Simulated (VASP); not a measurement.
# SiC (F-43m) in VASP: a series of runs

SiC is run at these levels: r2SCAN; tasks: phonons.

Everything below comes from runs of VASP 6.6.1. Logs are shortened: lines on timing, memory, paths and dates and some standing lists are left out, and cuts for length are marked.

## 1. The cell of the first run

It takes space group F-43m (No. 216, cubic). The conventional cell has a = 4.314 Å, b = 4.314 Å, c = 4.314 Å, α = 90.00°, β = 90.00°, γ = 90.00°. Within 2.5 Å of Si (site symmetry -43m) lie 4 C at 1.87 Å. Within 2.5 Å of C (site symmetry -43m) lie 4 Si at 1.87 Å.

## 2. Phonons, r2SCAN

The input, INCAR:

```
SYSTEM = SiC
PREC = Accurate ; ENCUT = 520
EDIFF = 1E-8 ; ISMEAR = 0
SIGMA = 0.01 ; LREAL = .FALSE.
LASPH = .TRUE. ; NELM = 100
ALGO = Normal ; ISIF = 2
LWAVE = .FALSE. ; LCHARG = .FALSE.
METAGGA = R2SCAN ; LMIXTAU = .TRUE.
NBANDS = 11 ; IBRION = 6
NFREE = 2 ; POTIM = 0.015
NSW = 1
```

The input, KPOINTS:

```
Automatic mesh
0
G
  10 10 10
  0 0 0
```

The input, POSCAR:

```
SiC
1.0
    2.1571061891      2.1571061891      0.0000000000
   -2.1571061891      2.1571061891      0.0000000000
    0.0000000000      2.1571061891      2.1571061891
Si C
1 1
Direct
    0.0000000000      0.0000000000      0.0000000000
    0.7500000000      0.2500000000      0.5000000000
```

Potentials or basis: VASP PAW PBE potentials, release 64 (Si, C).

Run with:

```sh
> cat potpaw_PBE.64/Si/POTCAR potpaw_PBE.64/C/POTCAR > POTCAR
> mpirun -np 1 vasp_std > vasp.out
```

OUTCAR:

```text
SYSTEM = SiC
   PREC = Accurate
   ENCUT = 520
   EDIFF = 1E-8
   ISMEAR = 0
   LREAL = .FALSE.
   LASPH = .TRUE.
   NELM = 100
   ISIF = 2
   METAGGA = R2SCAN
   IBRION = 6
   NFREE = 2
   POTIM = 0.015
   NSW = 1

 ion  position               nearest neighbor table
   1  0.000  0.000  0.000-   2 1.87   2 1.87   2 1.87   2 1.87
   2  0.750  0.250  0.500-   1 1.87   1 1.87   1 1.87   1 1.87

  LATTYP: Found a face centered cubic cell.
 ALAT       =     4.3142123782

  Lattice vectors:

 A1 = (   0.0000000000,   2.1571061891,   2.1571061891)
 A2 = (   2.1571061891,   0.0000000000,   2.1571061891)
 A3 = (   2.1571061891,   2.1571061891,   0.0000000000)

Analysis of symmetry for initial positions (statically):
=====================================================================
 Subroutine PRICEL returns:
 Original cell was already a primitive cell.

 Routine SETGRP: Setting up the symmetry group for a
 face centered cubic supercell.

 Subroutine GETGRP returns: Found 24 space group operations
 (whereof 24 operations were pure point group operations)
 out of a pool of 48 trial point group operations.

The static configuration has the point symmetry T_d .

Analysis of symmetry for dynamics (positions and initial velocities):
=====================================================================
 Subroutine PRICEL returns:
 Original cell was already a primitive cell.

 Routine SETGRP: Setting up the symmetry group for a
 face centered cubic supercell.

 Subroutine GETGRP returns: Found 24 space group operations
 (whereof 24 operations were pure point group operations)
 out of a pool of 48 trial point group operations.

The dynamic configuration has the point symmetry T_d .

 Subroutine INISYM returns: Found 24 space group operations
 (whereof 24 operations are pure point group operations),
 and found     1 'primitive' translations

----------------------------------------------------------------------------------------

                                     Primitive cell

  volume of cell :      20.0745

  direct lattice vectors                    reciprocal lattice vectors
     2.157106189  2.157106189  0.000000000     0.231792020  0.231792020 -0.231792020
    -2.157106189  2.157106189  0.000000000    -0.231792020  0.231792020 -0.231792020
     0.000000000  2.157106189  2.157106189     0.000000000  0.000000000  0.463584039

  length of vectors
     3.050608828  3.050608828  3.050608828     0.401475555  0.401475555  0.463584039

  position of ions in fractional coordinates (direct lattice)
     0.000000000  0.000000000  0.000000000
     0.750000000  0.250000000  0.500000000

  ion indices of the primitive-cell ions
   primitive index   ion index
                 1           1
                 2           2

----------------------------------------------------------------------------------------

 KPOINTS: Automatic mesh

Automatic generation of k-mesh.
 Grid dimensions read from file:
 generate k-points for:   10   10   10

 Generating k-lattice:

  Cartesian coordinates                     Fractional coordinates (reciprocal lattice)
     0.023179202  0.023179202 -0.023179202     0.100000000  0.000000000  0.000000000
    -0.023179202  0.023179202 -0.023179202     0.000000000  0.100000000  0.000000000
     0.000000000  0.000000000  0.046358404     0.000000000  0.000000000  0.100000000

  Length of vectors
     0.040147555  0.040147555  0.046358404

  Shift w.r.t. Gamma in fractional coordinates (k-lattice)
     0.000000000  0.000000000  0.000000000

 Subroutine IBZKPT returns following result:
 ===========================================

 Found     47 irreducible k-points:

 Following reciprocal coordinates:
            Coordinates               Weight
  0.000000  0.000000  0.000000      1.000000
  0.100000  0.000000  0.000000      8.000000
  0.200000  0.000000  0.000000      8.000000
  0.300000  0.000000  0.000000      8.000000
  0.400000  0.000000  0.000000      8.000000
  0.500000  0.000000  0.000000      4.000000
[... 16 lines left out ...]
  0.300000  0.300000  0.000000     12.000000
  0.400000  0.300000  0.000000     24.000000
 [... further k-points ...]
   k-points           NKPTS =     47   k-points in BZ     NKDIM =     47   number of bands    NBANDS=     11
   number of dos      NEDOS =    301   number of ions     NIONS =      2
   total plane-waves  NPLWV =  13824
   dimension x,y,z NGX =    24 NGY =   24 NGZ =   24
   dimension x,y,z NGXF=    48 NGYF=   48 NGZF=   48
   ions per type =               1   1
   NGX,Y,Z   is equivalent  to a cutoff of  13.08, 13.08, 13.08 a.u.
   NGXF,Y,Z  is equivalent  to a cutoff of  26.16, 26.16, 26.16 a.u.
 SYSTEM =  SiC
   PREC   = accura    normal or accurate (medium, high low for compatibility)
   ISTART =      0    job   : 0-new  1-cont  2-samecut
   ICHARG =      2    charge: 1-file 2-atom 10-const
   ISPIN  =      1    spin polarized calculation?
   LNONCOLLINEAR =      F non collinear calculations
   LSORBIT =      F    spin-orbit coupling
   LASPH  =      T    aspherical Exc in radial PAW
   ENCUT  =  520.0 eV  38.22 Ry    6.18 a.u.   5.67  5.67  5.67*2*pi/ulx,y,z
   NELM   =    100;   NELMIN=  2; NELMDL= -5     # of ELM steps
   EDIFF  = 0.1E-07   stopping-criterion for ELM
   LREAL  =      F    real-space projection
   EDIFFG = 0.1E-06   stopping-criterion for IOM
   NSW    =     61    number of steps for IOM
   IBRION =      6    ionic relax: 0-MD 1-quasi-New 2-CG
   NFREE  =      2    steps in history (QN), initial steepest desc. (CG)
   ISIF   =      2    stress and relaxation
   ISYM   =      2    0-nonsym 1-usesym 2-fastsym
   POTIM  = 0.0150    time-step for ionic-motion
   TEBEG  =    0.0;   TEEND  =   0.0 temperature during run
   PSTRESS=    0.0 pullay stress
   NELECT =       8.0000    total number of electrons
   NUPDOWN=      -1.0000    fix difference up-down
   EMIN   =  10.00;   EMAX   =-10.00  energy-range for DOS
   EFERMI =   0.00;   METHOD = LEGACY
   ISMEAR =     0;   SIGMA  =   0.01  broadening in eV -4-tet -1-fermi 0-gaus
   EFERMI_NEDOS =   21; number of points for ismear=-14 and -15
   IALGO  =     38    algorithm
   IMIX   =      4    mixing-type and parameters
     AMIX     =   0.40;   BMIX     =  1.00
     AMIX_MAG =   1.60;   BMIX_MAG =  1.00
  volume/ion in A,a.u.               =      10.04        67.73
  Fermi-wavevector in a.u.,A,eV,Ry     =   1.204731  2.276611 19.747169  1.451376
  Thomas-Fermi vector in A             =   2.340447
   LORBIT       =      0    0 simple, 1 ext, 2 COOP (PROOUT), +10 PAW based schemes
   METAGGA = R2SCAN    functional components
   LHFCALC =     F    Hartree Fock is set to
   AEXX    =    0.0000 exact exchange contribution
   IVDW    =     0    specifies the selected vdW correction
   LEPSILON=     F    determine dielectric tensor
   LRPA    =     F    only Hartree local field effects (RPA)
 finite differences with symmetry
 non-spin polarized calculation
 Gauss-broadening in eV      SIGMA  =   0.01
  energy-cutoff  :      520.00
  volume of cell :       20.07
 maximum number of plane-waves:       552
   NGX = 11   NGY = 11   NGZ = 11

--------------------------------------- Ionic step        1  -------------------------------------------

 number of electron       8.0000000 magnetization

 Free energy of the ion-electron system (eV)
  ---------------------------------------------------
  ext. energy  EPLUGINS =         0.00000000
  ---------------------------------------------------
  free energy    TOTEN  =       -19.31479029 eV

  energy without entropy =      -19.31479029  energy(sigma->0) =      -19.31479029

------------------------ aborting loop because EDIFF is reached ----------------------------------------

  FORCE on cell =-STRESS in cart. coord.  units (eV):
  Direction    XX          YY          ZZ          XY          YZ          ZX
  --------------------------------------------------------------------------------------
  -------------------------------------------------------------------------------------
  Total        0.8517453      0.8517453      0.8517453     -0.0000000     -0.0000000      0.0000000
  in kB       67.9791532     67.9791532     67.9791532     -0.0000000     -0.0000000      0.0000000
  external PRESSURE =      67.9791532 kB  Pullay stress =       0.0000000 kB
[... 129 lines left out ...]
  energy  without entropy=      -19.3124287109  energy(sigma->0) =      -19.31242871

--------------------------------------- Ionic step        5  -------------------------------------------

 number of electron       8.0000000 magnetization

 Free energy of the ion-electron system (eV)
  ---------------------------------------------------
  ext. energy  EPLUGINS =         0.00000000
  ---------------------------------------------------
  free energy    TOTEN  =       -19.31242871 eV

  energy without entropy =      -19.31242871  energy(sigma->0) =      -19.31242871

 E-fermi :   8.4438     XC(G=0): -12.0708

 val. band max:        8.3988837382   @ k =   0.0000   0.0000   0.0000
 cond. band min:      10.0281621694   @ k =   0.0000  -1.0000  -0.5000
 fundamental gap:      1.6292784311
 Fermi energy:         8.4438086793

 k-point     1 :       0.0000    0.0000    0.0000
  band No.  band energies     occupation
      1      -8.0989      2.00000
      2       8.2473      2.00000
      3       8.3243      2.00000
      4       8.3989      2.00000
      5      15.5393      0.00000
      6      16.3725      0.00000
      7      16.4024      0.00000
      8      16.4339      0.00000
      9      23.7206      0.00000
     10      23.7209      0.00000
     11      26.5901      0.00000
[... 309 lines left out ...]
 k-point    24 :       0.4000    0.3000    0.0000
  band No.  band energies     occupation
      1      -3.1715      2.00000
      2       0.6184      2.00000
      3       2.7832      2.00000
      4       5.9191      2.00000
      5      12.4843      0.00000
      6      17.8987      0.00000
      7      20.1995      0.00000
      8      21.0214      0.00000
      9      22.9171      0.00000
     10      24.9844      0.00000
     11      31.6232      0.00000

 [... further k-points ...]
[... 5 lines left out ...]
  --------------------------------------------------------------------------------------
  -------------------------------------------------------------------------------------
  Total        0.8514114      0.8574734      0.8574734      0.0000000     -0.1377291      0.0000000
  in kB       67.9525055     68.4363261     68.4363261      0.0000000    -10.9923773      0.0000000
  external PRESSURE =      68.2750525 kB  Pullay stress =       0.0000000 kB
[... 17 lines left out ...]
  FREE ENERGIE OF THE ION-ELECTRON SYSTEM (eV)
  ---------------------------------------------------
  free  energy   TOTEN  =       -19.3124287135 eV

  energy  without entropy=      -19.3124287135  energy(sigma->0) =      -19.31242871

 INTERNAL STRAIN TENSORS FROM DISPLACED ATOMS
 ============================================

 INTERNAL STRAIN TENSOR FOR ION    1 for displacements in x,y,z  (eV/Angst):
          X           Y           Z          XY          YZ          ZX
  --------------------------------------------------------------------------------
  x     0.00000     0.00000     0.00000     0.00000    -9.18448     0.00000
  y     0.00000     0.00000     0.00000     0.00000     0.00000    -9.18448
  z     0.00000     0.00000     0.00000    -9.18448     0.00000     0.00000

 INTERNAL STRAIN TENSOR FOR ION    2 for displacements in x,y,z  (eV/Angst):
          X           Y           Z          XY          YZ          ZX
  --------------------------------------------------------------------------------
  x    -0.00000     0.00000     0.00000     0.00000     9.18283     0.00000
  y    -0.00000    -0.00000    -0.00000     0.00000     0.00000     9.18283
  z     0.00000     0.00000    -0.00000     9.18283     0.00000     0.00000

 Eigenvectors and eigenvalues of the dynamical matrix
 ----------------------------------------------------

   1 f  =   24.700923 THz   155.200477 2PiTHz  823.934108 cm-1   102.154764 meV
             X         Y         Z           dx          dy          dz
      0.000000  0.000000  0.000000     0.547293   -0.000000   -0.000000
      1.078553  3.235659  1.078553    -0.836941    0.000000   -0.000000

   2 f  =   24.700923 THz   155.200477 2PiTHz  823.934108 cm-1   102.154764 meV
             X         Y         Z           dx          dy          dz
      0.000000  0.000000  0.000000     0.000000    0.000000   -0.547293
      1.078553  3.235659  1.078553     0.000000   -0.000000    0.836941
[... 11 lines left out ...]
   5 f/i=    0.000726 THz     0.004559 2PiTHz    0.024205 cm-1     0.003001 meV
             X         Y         Z           dx          dy          dz
      0.000000  0.000000  0.000000     0.836917    0.005914   -0.002336
      1.078553  3.235659  1.078553     0.547277    0.003867   -0.001527

   6 f/i=    0.000726 THz     0.004559 2PiTHz    0.024205 cm-1     0.003001 meV
             X         Y         Z           dx          dy          dz
      0.000000  0.000000  0.000000     0.000929    0.190442    0.814986
      1.078553  3.235659  1.078553     0.000607    0.124534    0.532935

 ELASTIC MODULI CONTR FROM IONIC RELAXATION (kBar)
 Direction    XX          YY          ZZ          XY          YZ          ZX
 --------------------------------------------------------------------------------
 XX          -0.0000      0.0000      0.0000      0.0000      0.0000      0.0000
 YY           0.0000     -0.0000     -0.0000      0.0000     -0.0000      0.0000
 ZZ           0.0000     -0.0000     -0.0000      0.0000     -0.0000      0.0000
 XY           0.0000      0.0000      0.0000   -320.5022      0.0000      0.0000
 YZ           0.0000     -0.0000     -0.0000      0.0000   -320.5022      0.0000
 ZX           0.0000      0.0000      0.0000      0.0000      0.0000   -320.5022
 --------------------------------------------------------------------------------
```

Wall time 6.3 min (1 thread of Intel Xeon Platinum 8259CL at 2.50GHz (Skylake/Cascade Lake), shared host); peak memory 0.19 GiB.

What came out:

* Highest phonon frequency at Γ, LO-TO splitting left out: 824 cm⁻¹

Phonon frequencies in cm⁻¹ (negative: imaginary):
```tsv
q point	frequencies
(0.000, 0.000, 0.000)	0 0 0 824 824 824
```

Caveat: the cell wasn't relaxed at this level first, which shifts response properties; the PAW data sets were made with another functional, which shifts forces and pressure a little.

(Continued in part 2 of 3.)
